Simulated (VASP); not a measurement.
# Al (Fm-3m) in VASP: notebook

Runs on Al. Level: LDA. Tasks: single point.

All numbers are computed with VASP 6.6.1; they aren't measurements. Logs are shortened: lines on timing, memory, paths and dates and some standing lists are left out, and cuts for length are marked.

## (1) The cell of the first run

The structure is cubic, space group Fm-3m (No. 225). The conventional cell has a = 3.983 Å, b = 3.983 Å, c = 3.983 Å, α = 90.00°, β = 90.00°, γ = 90.00°. Within 3.7 Å of Al (site symmetry m-3m) lie 12 Al at 2.82 Å.

## (2) Single point, LDA

Input file INCAR:

```
  PREC = Accurate
  ENCUT = 520
  EDIFF = 1E-7
  ISMEAR = -1
  SIGMA = 1.0
  LREAL = F
  LASPH = T
  NELM = 60
  ALGO = Normal
  ISIF = 2
  LWAVE = F
  LCHARG = T
  LELF = T
  LVHAR = T
  NBANDS = 8
```

Input file KPOINTS:

```
Automatic mesh
0
Gamma
  14 14 14
```

Input file POSCAR:

```
Al
1.0
    0.0000000000      1.9916090303      1.9916090303
    1.9916090303      0.0000000000      1.9916090303
    1.9916090303      1.9916090303      0.0000000000
Al
1
Direct
    0.0000000000      0.0000000000      0.0000000000
```

Potentials or basis: VASP PAW LDA potentials, release 64 (Al).

The run is started by

```sh
$ cat potpaw_LDA.64/Al/POTCAR > POTCAR
$ mpirun -np 1 vasp_std > vasp.out
```

OUTCAR:

```text
PREC = Accurate
   ENCUT = 520
   EDIFF = 1E-7
   ISMEAR = -1
   LREAL = F
   LASPH = T
   NELM = 60
   ISIF = 2

 ion  position               nearest neighbor table
   1  0.000  0.000  0.000-

  LATTYP: Found a face centered cubic cell.
 ALAT       =     3.9832180606

  Lattice vectors:

 A1 = (   0.0000000000,   1.9916090303,   1.9916090303)
 A2 = (   1.9916090303,   0.0000000000,   1.9916090303)
 A3 = (   1.9916090303,   1.9916090303,   0.0000000000)

Analysis of symmetry for initial positions (statically):
=====================================================================
 Subroutine PRICEL returns:
 Original cell was already a primitive cell.

 Routine SETGRP: Setting up the symmetry group for a
 face centered cubic supercell.

 Subroutine GETGRP returns: Found 48 space group operations
 (whereof 48 operations were pure point group operations)
 out of a pool of 48 trial point group operations.

The static configuration has the point symmetry O_h .

Analysis of symmetry for dynamics (positions and initial velocities):
=====================================================================
 Subroutine PRICEL returns:
 Original cell was already a primitive cell.

 Routine SETGRP: Setting up the symmetry group for a
 face centered cubic supercell.

 Subroutine GETGRP returns: Found 48 space group operations
 (whereof 48 operations were pure point group operations)
 out of a pool of 48 trial point group operations.

The dynamic configuration has the point symmetry O_h .

 Subroutine INISYM returns: Found 48 space group operations
 (whereof 48 operations are pure point group operations),
 and found     1 'primitive' translations

----------------------------------------------------------------------------------------

                                     Primitive cell

  volume of cell :      15.7995

  direct lattice vectors                    reciprocal lattice vectors
     0.000000000  1.991609030  1.991609030    -0.251053290  0.251053290  0.251053290
     1.991609030  0.000000000  1.991609030     0.251053290 -0.251053290  0.251053290
     1.991609030  1.991609030  0.000000000     0.251053290  0.251053290 -0.251053290

  length of vectors
     2.816560502  2.816560502  2.816560502     0.434837054  0.434837054  0.434837054

  position of ions in fractional coordinates (direct lattice)
     0.000000000  0.000000000  0.000000000

  ion indices of the primitive-cell ions
   primitive index   ion index
                 1           1

----------------------------------------------------------------------------------------

 KPOINTS: Automatic mesh

Automatic generation of k-mesh.
 Grid dimensions read from file:
 generate k-points for:   14   14   14

 Generating k-lattice:

  Cartesian coordinates                     Fractional coordinates (reciprocal lattice)
    -0.017932378  0.017932378  0.017932378     0.071428571  0.000000000  0.000000000
     0.017932378 -0.017932378  0.017932378     0.000000000  0.071428571  0.000000000
     0.017932378  0.017932378 -0.017932378     0.000000000  0.000000000  0.071428571

  Length of vectors
     0.031059790  0.031059790  0.031059790

  Shift w.r.t. Gamma in fractional coordinates (k-lattice)
     0.000000000  0.000000000  0.000000000

 Subroutine IBZKPT returns following result:
 ===========================================

 Found    104 irreducible k-points:

 Following reciprocal coordinates:
            Coordinates               Weight
  0.000000  0.000000  0.000000      1.000000
  0.071429  0.000000  0.000000      8.000000
  0.142857  0.000000  0.000000      8.000000
  0.214286  0.000000  0.000000      8.000000
  0.285714  0.000000  0.000000      8.000000
  0.357143  0.000000  0.000000      8.000000
[... 16 lines left out ...]
  0.214286  0.142857  0.000000     24.000000
  0.285714  0.142857  0.000000     24.000000
 [... further k-points ...]
   k-points           NKPTS =    104   k-points in BZ     NKDIM =    104   number of bands    NBANDS=      8
   number of dos      NEDOS =    301   number of ions     NIONS =      1
   total plane-waves  NPLWV =  13824
   dimension x,y,z NGX =    24 NGY =   24 NGZ =   24
   dimension x,y,z NGXF=    48 NGYF=   48 NGZF=   48
   ions per type =               1
   NGX,Y,Z   is equivalent  to a cutoff of  14.17, 14.17, 14.17 a.u.
   NGXF,Y,Z  is equivalent  to a cutoff of  28.33, 28.33, 28.33 a.u.
 SYSTEM =  unknown system
   PREC   = accura    normal or accurate (medium, high low for compatibility)
   ISTART =      0    job   : 0-new  1-cont  2-samecut
   ICHARG =      2    charge: 1-file 2-atom 10-const
   ISPIN  =      1    spin polarized calculation?
   LNONCOLLINEAR =      F non collinear calculations
   LSORBIT =      F    spin-orbit coupling
   LASPH  =      T    aspherical Exc in radial PAW
   ENCUT  =  520.0 eV  38.22 Ry    6.18 a.u.   5.24  5.24  5.24*2*pi/ulx,y,z
   NELM   =     60;   NELMIN=  2; NELMDL= -5     # of ELM steps
   EDIFF  = 0.1E-06   stopping-criterion for ELM
   LREAL  =      F    real-space projection
   EDIFFG = 0.1E-05   stopping-criterion for IOM
   NSW    =      0    number of steps for IOM
   IBRION =     -1    ionic relax: 0-MD 1-quasi-New 2-CG
   NFREE  =      0    steps in history (QN), initial steepest desc. (CG)
   ISIF   =      2    stress and relaxation
   ISYM   =      2    0-nonsym 1-usesym 2-fastsym
   POTIM  = 0.5000    time-step for ionic-motion
   TEBEG  =    0.0;   TEEND  =   0.0 temperature during run
   PSTRESS=    0.0 pullay stress
   NELECT =       3.0000    total number of electrons
   NUPDOWN=      -1.0000    fix difference up-down
   EMIN   =  10.00;   EMAX   =-10.00  energy-range for DOS
   EFERMI =   0.00;   METHOD = LEGACY
   ISMEAR =    -1;   SIGMA  =   1.00  broadening in eV -4-tet -1-fermi 0-gaus
   EFERMI_NEDOS =   21; number of points for ismear=-14 and -15
   IALGO  =     38    algorithm
   IMIX   =      4    mixing-type and parameters
     AMIX     =   0.40;   BMIX     =  1.00
     AMIX_MAG =   1.60;   BMIX_MAG =  1.00
  volume/ion in A,a.u.               =      15.80       106.62
  Fermi-wavevector in a.u.,A,eV,Ry     =   0.940953  1.778143 12.046491  0.885392
  Thomas-Fermi vector in A             =   2.068416
   LORBIT       =      0    0 simple, 1 ext, 2 COOP (PROOUT), +10 PAW based schemes
   GGA     = CA    functional components
   LHFCALC =     F    Hartree Fock is set to
   AEXX    =    0.0000 exact exchange contribution
   IVDW    =     0    specifies the selected vdW correction
   LEPSILON=     F    determine dielectric tensor
   LRPA    =     F    only Hartree local field effects (RPA)
 non-spin polarized calculation
  energy-cutoff  :      520.00
  volume of cell :       15.80
 maximum number of plane-waves:       444
 NGX is ok and might be reduce to    24
   NGX = 11   NGY = 11   NGZ = 11

 number of electron       3.0000000 magnetization

 Free energy of the ion-electron system (eV)
  ---------------------------------------------------
  ext. energy  EPLUGINS =         0.00000000
  ---------------------------------------------------
  free energy    TOTEN  =        -4.83834106 eV

  energy without entropy =       -3.54294739  energy(sigma->0) =       -4.19064422

 E-fermi :   8.1652     XC(G=0): -10.5042

 val. band max:        8.1362411142   @ k =  -0.2857   0.5000   0.2143
 cond. band min:       8.1767835967   @ k =  -0.3571   0.3571   0.0000
 fundamental gap:      0.0405424825
 Fermi energy:         8.1652354138

 k-point     1 :       0.0000    0.0000    0.0000
  band No.  band energies     occupation
      1      -3.1532      1.99998
      2      21.0570      0.00001
      3      21.0570      0.00001
      4      21.0570      0.00001
      5      22.7170      0.00000
      6      22.7170      0.00000
      7      22.7170      0.00000
      8      25.1774      0.00000

 k-point     2 :       0.0714    0.0000    0.0000
  band No.  band energies     occupation
      1      -3.0109      1.99997
      2      18.9269      0.00004
      3      20.6229      0.00001
      4      20.6229      0.00001
      5      23.3632      0.00000
      6      23.3692      0.00000
      7      23.3692      0.00000
      8      26.5733      0.00000

 k-point     3 :       0.1429    0.0000    0.0000
  band No.  band energies     occupation
      1      -2.5846      1.99996
      2      15.9952      0.00079
      3      19.9976      0.00001
      4      19.9976      0.00001
      5      23.2907      0.00000
      6      24.4939      0.00000
      7      24.4939      0.00000
      8      25.9419      0.00000

 k-point     4 :       0.2143    0.0000    0.0000
  band No.  band energies     occupation
      1      -1.8773      1.99991
      2      13.1308      0.01385
      3      19.5319      0.00002
      4      19.5319      0.00002
      5      23.0678      0.00000
      6      23.9444      0.00000
      7      23.9444      0.00000
      8      26.6253      0.00000

 k-point     5 :       0.2857    0.0000    0.0000
  band No.  band energies     occupation
      1      -0.8932      1.99977
      2      10.4369      0.18700
      3      19.2810      0.00003
      4      19.2810      0.00003
      5      22.6531      0.00000
      6      22.6531      0.00000
      7      22.9444      0.00000
      8      26.8650      0.00000

 k-point     6 :       0.3571    0.0000    0.0000
  band No.  band energies     occupation
      1       0.3617      1.99918
      2       7.9498      1.10728
      3      19.2585      0.00003
      4      19.2585      0.00003
      5      21.5177      0.00000
      6      21.5177      0.00000
      7      23.0132      0.00000
      8      25.6709      0.00000

 k-point     7 :       0.4286    0.0000    0.0000
  band No.  band energies     occupation
      1       1.8793      1.99628
      2       5.6898      1.84480
      3      19.4693      0.00002
      4      19.4693      0.00002
      5      20.6019      0.00001
      6      20.6019      0.00001
      7      23.3135      0.00000
      8      24.6614      0.00000

 k-point     8 :       0.5000    0.0000    0.0000
  band No.  band energies     occupation
      1       3.5256      1.98086
      2       3.7956      1.97500
      3      19.8834      0.00002
      4      19.8834      0.00002
      5      19.9515      0.00002
      6      19.9515      0.00002
      7      23.7891      0.00000
      8      23.9442      0.00000

 k-point     9 :       0.0714    0.0714    0.0000
  band No.  band energies     occupation
      1      -2.9634      1.99997
      2      19.6594      0.00002
      3      19.6594      0.00002
      4      19.9233      0.00002
      5      22.2891      0.00000
      6      24.3880      0.00000
      7      24.3880      0.00000
      8      25.8933      0.00000

 k-point    10 :       0.1429    0.0714    0.0000
  band No.  band energies     occupation
      1      -2.6319      1.99996
      2      17.0271      0.00028
      3      18.8660      0.00005
      4      20.0381      0.00001
      5      22.5583      0.00000
      6      24.1824      0.00000
      7      24.7987      0.00000
      8      25.6082      0.00000
[... 78 lines left out ...]
 k-point    18 :      -0.2857    0.0714    0.0000
  band No.  band energies     occupation
      1      -0.3805      1.99961
      2       9.6914      0.35713
      3      16.9726      0.00030
      4      20.7860      0.00001
      5      20.9434      0.00001
      6      22.5667      0.00000
      7      23.8747      0.00000
      8      27.6321      0.00000

 k-point    19 :      -0.2143    0.0714    0.0000
  band No.  band energies     occupation
      1      -1.4546      1.99987
      2      12.3045      0.03137
      3      17.1749      0.00024
      4      20.9991      0.00001
      5      22.1712      0.00000
      6      23.7649      0.00000
      7      23.9930      0.00000
      8      25.8214      0.00000

 k-point    20 :      -0.1429    0.0714    0.0000
  band No.  band energies     occupation
      1      -2.2541      1.99994
      2      15.0739      0.00200
      3      17.6367      0.00015
      4      21.3165      0.00000
      5      23.3704      0.00000
      6      23.9881      0.00000
      7      24.4776      0.00000
      8      25.2056      0.00000

 k-point    21 :      -0.0714    0.0714    0.0000
  band No.  band energies     occupation
      1      -2.7739      1.99996
      2      17.6861      0.00015
      3      18.5677      0.00006
      4      21.4258      0.00000
      5      22.9419      0.00000
      6      23.8702      0.00000
      7      24.6383      0.00000
      8      25.5974      0.00000

 k-point    22 :       0.1429    0.1429    0.0000
  band No.  band energies     occupation
      1      -2.3956      1.99995
      2      17.9615      0.00011
      3      17.9615      0.00011
      4      18.1274      0.00009
      5      21.2915      0.00000
      6      22.2217      0.00000
      7      26.8602      0.00000
      8      26.8602      0.00000

 k-point    23 :       0.2143    0.1429    0.0000
  band No.  band energies     occupation
      1      -1.8772      1.99991
      2      15.3500      0.00151
      3      17.2927      0.00022
      4      18.5348      0.00006
      5      20.4161      0.00001
      6      21.4956      0.00000
      7      27.3906      0.00000
      8      27.6591      0.00000

 k-point    24 :       0.2857    0.1429    0.0000
  band No.  band energies     occupation
      1      -1.0801      1.99981
      2      12.6173      0.02304
      3      16.8619      0.00033
      4      18.3998      0.00007
      5      18.8857      0.00004
      6      22.8511      0.00000
      7      26.7623      0.00000
      8      27.4040      0.00000

 [... further k-points ...]

------------------------ aborting loop because EDIFF is reached ----------------------------------------

  FORCE on cell =-STRESS in cart. coord.  units (eV):
  Direction    XX          YY          ZZ          XY          YZ          ZX
  --------------------------------------------------------------------------------------
  -------------------------------------------------------------------------------------
  Total        0.4681355      0.4681355      0.4681355      0.0000000      0.0000000      0.0000000
  in kB       47.4722592     47.4722592     47.4722592      0.0000000      0.0000000      0.0000000
  external PRESSURE =      47.4722592 kB  Pullay stress =       0.0000000 kB

 VOLUME and BASIS-vectors are now :
 -----------------------------------------------------------------------------
  energy-cutoff  :      520.00
  volume of cell :       15.80
      direct lattice vectors                 reciprocal lattice vectors
     0.000000000  1.991609030  1.991609030    -0.251053290  0.251053290  0.251053290
     1.991609030  0.000000000  1.991609030     0.251053290 -0.251053290  0.251053290
     1.991609030  1.991609030  0.000000000     0.251053290  0.251053290 -0.251053290

 POSITION                                       TOTAL-FORCE (eV/Angst)
 -----------------------------------------------------------------------------------
      0.00000      0.00000      0.00000         0.000000      0.000000      0.000000
 -----------------------------------------------------------------------------------
    total drift:                               -0.000000      0.000000     -0.000000

  FREE ENERGIE OF THE ION-ELECTRON SYSTEM (eV)
  ---------------------------------------------------
  free  energy   TOTEN  =        -4.8383410564 eV

  energy  without entropy=       -3.5429473855  energy(sigma->0) =       -4.19064422
```

Wall time 16 s (1 thread of AMD EPYC 7R13, shared host); peak memory 0.12 GiB.

What came out:

```
Free energy : -4.8383 eV
Pressure    : 4.7 GPa
```

Levels at points of the mesh, in eV from the Fermi level:
| k point | band 1 | band 2 | band 3 | band 4 | band 5 |
| --- | --- | --- | --- | --- | --- |
| (0.00, 0.00, 0.00) | -11.32 | 12.89 | 12.89 | 12.89 | 14.55 |
| (0.50, 0.00, 0.00) | -4.64 | -4.37 | 11.72 | 11.72 | 11.79 |
| (0.50, 0.50, 0.00) | -2.92 | -1.54 | 5.39 | 5.82 | 5.82 |

## (3) Single point, LDA

Input file INCAR:

```
SYSTEM = Al
ALGO = Normal
EDIFF = 1E-7
ENCUT = 520
GGA = CA
ISIF = 2
ISMEAR = 0
LASPH = .True.
LCHARG = .False.
LREAL = .False.
LWAVE = .False.
NBANDS = 8
NELM = 100
PREC = Accurate
SIGMA = 0.01
```

Input file KPOINTS:

```
k-points
0
Gamma
  14 14 14
  0 0 0
```

POSCAR is that of step 2.

Potentials or basis: VASP PAW LDA potentials, release 64 (Al).

The run is started by

```sh
$ cat potpaw_LDA.64/Al/POTCAR > POTCAR
$ mpirun -np 1 vasp_std > vasp.out
```

Run time: 16 s. Hardware: 1 thread of AMD EPYC 7R13, shared host; peak memory 0.13 GiB.

It converged, with:

- Free energy: -4.1844 eV
- Pressure: -0.1 GPa

Levels at points of the mesh, in eV from the Fermi level:
| k point | band 1 | band 2 | band 3 | band 4 |
| --- | --- | --- | --- | --- |
| (0.00, 0.00, 0.00) | -11.35 | 12.86 | 12.86 | 12.86 |
| (0.50, 0.00, 0.00) | -4.67 | -4.40 | 11.69 | 11.69 |
| (0.50, 0.50, 0.00) | -2.95 | -1.57 | 5.36 | 5.79 |
